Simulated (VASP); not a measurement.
Set up this calculation in VASP 6.6.1, as the native input.

| Property | Result |
| --- | --- |
| Task | single point |
| Functional | PBE0 |
| Potentials or basis | VASP PAW PBE potentials, release 64 (Ga_d) |
| Cutoff | 520 eV |
| k mesh | 5 × 5 × 5 |
| Occupations | fermi-dirac, width 0.05 eV |
| Spin | no spin polarisation |
| Dipole correction | no |
| Grid for exact exchange (PRECFOCK) | Normal |
| Further INCAR settings | ALGO = Normal; EDIFF = 1e-06; NBANDS = 12 |

The system is Ga.

```
Ga
1.0
     2.67977    0.00000    0.00000
     0.00000    2.67977    0.00000
     0.00000    0.00000    2.67977
Ga
1
Direct
  0.00000 0.00000 0.00000
```

The input as run:

POSCAR

```
Ga
1.0
    2.6797663103      0.0000000000      0.0000000000
    0.0000000000      2.6797663103      0.0000000000
    0.0000000000      0.0000000000      2.6797663103
Ga
1
Direct
    0.0000000000      0.0000000000      0.0000000000
```

INCAR.step1

```
  PREC = Accurate
  ENCUT = 520
  EDIFF = 1E-5
  ISMEAR = -1
  SIGMA = 0.05
  LREAL = F
  LASPH = T
  NELM = 60
  ALGO = Normal
  ISIF = 2
  LWAVE = T
  NBANDS = 12
  GGA = PE
```

INCAR.step2

```
  PREC = Accurate
  ENCUT = 520
  EDIFF = 1E-6
  ISMEAR = -1
  SIGMA = 0.05
  LREAL = F
  LASPH = T
  NELM = 60
  ALGO = Normal
  ISIF = 2
  LWAVE = F
  LCHARG = T
  GGA = PE
  LHFCALC = T
  AEXX = 0.25
  PRECFOCK = Normal
  LELF = T
  LVHAR = T
  NBANDS = 12
  ISTART = 1
```

KPOINTS

```
regular mesh
0
Gamma
  5 5 5
```

Potentials or basis: VASP PAW PBE potentials, release 64 (Ga_d).

The run is started by

```sh
$ cat potpaw_PBE.64/Ga_d/POTCAR > POTCAR
$ cp INCAR.step1 INCAR
$ mpirun -np 1 vasp_std > vasp.out
$ cp INCAR.step2 INCAR
$ mpirun -np 1 vasp_std > vasp.out
```

Results of the run:

```
Pressure : 0.5 GPa
```

Caveat: the k points lie up to 0.47 Å⁻¹ apart; the PAW data sets were made with another functional, which shifts forces and pressure a little.

It took 5.8 min on 1 thread of AMD EPYC 7R43 64-Core Processor (Zen 3) (shared host), peak memory 0.1 GiB.
